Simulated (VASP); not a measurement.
Wanted: the native input for a VASP 6.6.1 run.

| Property | Result |
| --- | --- |
| Task | single point |
| Functional | r2SCAN |
| Potentials or basis | VASP PAW PBE potentials, release 64 (Ti_sv) |
| Cutoff | 520 eV |
| k mesh | 12 × 12 × 16 |
| Occupations | gaussian, width 0.1 eV |
| Spin | no spin polarisation |
| Dipole correction | no |
| Further INCAR settings | ALGO = Normal; EDIFF = 1e-06; NBANDS = 25 |

The system is Ti.

```
Ti
1.0
     4.21184    0.00000    0.00000
    -2.10592    3.64756    0.00000
     0.00000    0.00000    2.63971
Ti
3
Direct
  0.00000 0.00000 0.00000
  0.33333 0.66667 0.50000
  0.66667 0.33333 0.50000
```

This isn't the form of Ti at room conditions, which is hcp.

The input as run:

POSCAR

```
Ti
1.0
    4.2118372242      0.0000000000      0.0000000000
   -2.1059186121      3.6475580327      0.0000000000
    0.0000000000      0.0000000000      2.6397093463
Ti
3
Direct
    0.0000000000      0.0000000000      0.0000000000
    0.3333333333      0.6666666667      0.5000000000
    0.6666666667      0.3333333333      0.5000000000
```

INCAR.step1

```
PREC     = Accurate       # precision mode
ENCUT    = 520            # plane-wave cutoff, eV
ISMEAR   = 0              # smearing method
SIGMA    = 0.1            # smearing width, eV
LREAL    = False          # projectors in reciprocal space
LASPH    = True           # aspherical terms in the spheres
NELM     = 80             # most SCF steps
NBANDS   = 25             # bands
GGA      = PE             # functional
ALGO     = Normal         # electronic algorithm
EDIFF    = 1E-4           # SCF threshold, eV
LWAVE    = True           # write WAVECAR
LCHARG   = False          # write CHGCAR
```

INCAR.step2

```
PREC     = Accurate       # precision mode
ENCUT    = 520            # plane-wave cutoff, eV
EDIFF    = 1E-6           # SCF threshold, eV
ISMEAR   = 0              # smearing method
SIGMA    = 0.1            # smearing width, eV
LREAL    = False          # projectors in reciprocal space
LASPH    = True           # aspherical terms in the spheres
NELM     = 80             # most SCF steps
ALGO     = Normal         # electronic algorithm
ISIF     = 2              # what is computed and relaxed
LWAVE    = False          # write WAVECAR
LCHARG   = False          # write CHGCAR
METAGGA  = R2SCAN         # meta-GGA
LMIXTAU  = True         
NBANDS   = 25             # bands
ISTART   = 1
```

KPOINTS

```
Automatic mesh
0
Gamma
  12 12 16
```

Potentials or basis: VASP PAW PBE potentials, release 64 (Ti_sv).

Run with:

```bash
$ cat potpaw_PBE.64/Ti_sv/POTCAR > POTCAR
$ cp INCAR.step1 INCAR
$ mpirun -np 1 vasp_std > vasp.out
$ cp INCAR.step2 INCAR
$ mpirun -np 1 vasp_std > vasp.out
```

It gave:

```json
{
 "Pressure": "40.9 GPa",
 "Band gap on the k mesh": "zero (bands 18 and 19 overlap by 0.67 eV)"
}
```

Caveat: the cell stands under pressure; the PAW data sets were made with another functional, which shifts forces and pressure a little.

It took 10 min on 1 thread of AMD EPYC 9R45 96-Core Processor (Zen 5) (shared host), peak memory 0.23 GiB.
